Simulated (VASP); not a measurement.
CaO:

```
Ca O
1.0
     0.00000    2.40356    2.40356
     2.40356    0.00000    2.40356
     2.40356    2.40356    0.00000
Ca O
1 1
Direct
  0.00000 0.00000 0.00000
  0.50000 0.50000 0.50000
```

Base run:

| Item | Value |
| --- | --- |
| Program | VASP 6.6.1 |
| Functional | b88 exchange, pbe correlation |
| Potentials or basis | VASP PAW PBE potentials, release 64 (Ca_sv, O) |
| Cutoff | 600 eV |
| k mesh | 10 × 10 × 10 |
| Occupations | fermi-dirac, width 0.05 eV |
| Spin | no spin polarisation |

Its results: band gap on the k mesh 3.67 eV (least direct gap 4.04 eV); pressure 1.9 GPa.

Q: The run is repeated on the same cell with these changes: functional from b88 exchange, pbe correlation to r2SCAN; cutoff from 600 eV to 520 eV. What comes out?

A: Band gap on the k mesh 4.19 eV (least direct gap 4.56 eV); pressure 0.1 GPa.

Caveats: the PAW data sets were made with another functional, which shifts forces and pressure a little.

A k mesh can miss the band edges.
